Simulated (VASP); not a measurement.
A run of VASP 6.6.1:

File INCAR:

```
ALGO = Normal ; EDIFF = 1E-6
ENCUT = 520 ; GGA = PS
ISIF = 2 ; ISMEAR = 0
LASPH = T ; LCHARG = F
LREAL = Auto ; LWAVE = F
NBANDS = 74 ; NELM = 100
PREC = Accurate ; SIGMA = 0.05
```

File KPOINTS:

```
k-points
0
Gamma
  2 2 2
```

File POSCAR:

```
LaNi2AsN
1.0
    6.1786820414      0.0000000000      0.0000000000
    0.0000000000      6.1786820414      0.0000000000
    0.0000000000      0.0000000000      6.1786820414
As La N Ni
3 3 3 6
Direct
    0.7776984332      0.8701908015      0.5508189376
    0.6385388223      0.0776619554      0.0835430544
    0.7874269474      0.4178723226      0.3918338270
    0.1514129087      0.9360581682      0.2803894094
    0.0463069307      0.3491629204      0.8797275475
    0.3395518608      0.8319756124      0.7838643151
    0.2868997352      0.5935602394      0.1517810583
    0.6746195033      0.5745387169      0.8549464628
    0.2825041713      0.1973910618      0.5937249382
    0.5089753445      0.7013111858      0.3656365322
    0.5555807784      0.4380838643      0.0808476367
    0.5420167644      0.1228444606      0.4351173480
    0.8124470714      0.8234371812      0.9071362751
    0.5004046332      0.4135921263      0.6885904126
    0.2016785325      0.4137671004      0.3825799473
```

Potentials or basis: VASP PAW PBE potentials, release 64 (As, La, N, Ni).

Launch:

```sh
$ cat potpaw_PBE.64/As/POTCAR potpaw_PBE.64/La/POTCAR potpaw_PBE.64/N/POTCAR potpaw_PBE.64/Ni/POTCAR > POTCAR
$ mpirun -np 1 vasp_std > vasp.out
```

Hardware: 1 thread of Intel(R) Xeon(R) 6975P-C (Granite Rapids), with other jobs on the host.

Problem. How long does it take, and how much memory?

Solution. Run time: 5.5 min on 1 thread of Intel(R) Xeon(R) 6975P-C (Granite Rapids) (shared host), peak memory 0.39 GiB. Counts: scf iterations 28, k points 8.
